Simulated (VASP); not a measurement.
Wanted: the native input for a VASP 6.6.1 run.

```yaml
Task: single point
Functional: LDA
Potentials_or_basis: VASP PAW LDA potentials, release 64 (B, N)
Cutoff: 520 eV
k_mesh: 10 × 10 × 2
Occupations: gaussian, width 0.05 eV
Spin: no spin polarisation
Dipole_correction: no
Further_INCAR_settings: ALGO = Normal; EDIFF = 1e-06; NBANDS = 36
```

The structure of BN lies in POSCAR:

```
BN
1.0
    1.8130010000     -1.8130010000      0.0000000000
    1.8130010000      0.0000000000     -1.8130010000
    8.9840548076      8.9840548076      8.9840548076
B N
6 6
Direct
    0.6666666667      0.6666666667      0.0504236145
    0.0000000000      0.0000000000      0.7230972342
    0.3333333333      0.3333333333      0.1849583385
    0.6666666667      0.6666666667      0.4540277863
    0.0000000000      0.0000000000      0.3194930624
    0.3333333333      0.3333333333      0.5885625103
    0.6666666667      0.6666666667      0.3531267434
    1.0000000000      1.0000000000      0.2185920194
    0.3333333333      0.3333333333      0.4876614673
    0.6666666667      0.6666666667      0.7567309152
    0.0000000000      0.0000000000      0.6221961912
    0.3333333333      0.3333333333      0.0840572955
```

These files were run (other wordings do the same):

INCAR

```
PREC     = Accurate       # precision mode
ENCUT    = 520            # plane-wave cutoff, eV
EDIFF    = 1E-6           # SCF threshold, eV
ISMEAR   = 0              # smearing method
SIGMA    = 0.05           # smearing width, eV
LREAL    = False          # projectors in reciprocal space
LASPH    = True           # aspherical terms in the spheres
NELM     = 100            # most SCF steps
ALGO     = Normal         # electronic algorithm
ISIF     = 2              # what is computed and relaxed
LWAVE    = False          # write WAVECAR
LCHARG   = False          # write CHGCAR
NBANDS   = 36             # bands
```

KPOINTS

```
Automatic mesh
0
Gamma
  10 10 2
```

Potentials or basis: VASP PAW LDA potentials, release 64 (B, N).

The run is started by

```sh
$ cat potpaw_LDA.64/B/POTCAR potpaw_LDA.64/N/POTCAR > POTCAR
$ mpirun -np 1 vasp_std > vasp.out
```

Results of the run:

| Property | Result |
| --- | --- |
| Pressure | -13.4 GPa |
| Largest force | 3.316 eV/Å |
| Band gap on the k mesh | zero (band 24 reaches 6.26 eV, above the bottom of band 25 at 5.94 eV) |

Caveat: forces of over 1 eV/Å act on the atoms, so gaps and moduli don't describe the material at rest.

Run time: 3.9 min on 1 thread of Intel(R) Xeon(R) Platinum 8375C CPU @ 2.90GHz (Ice Lake) (shared host), peak memory 0.2 GiB.
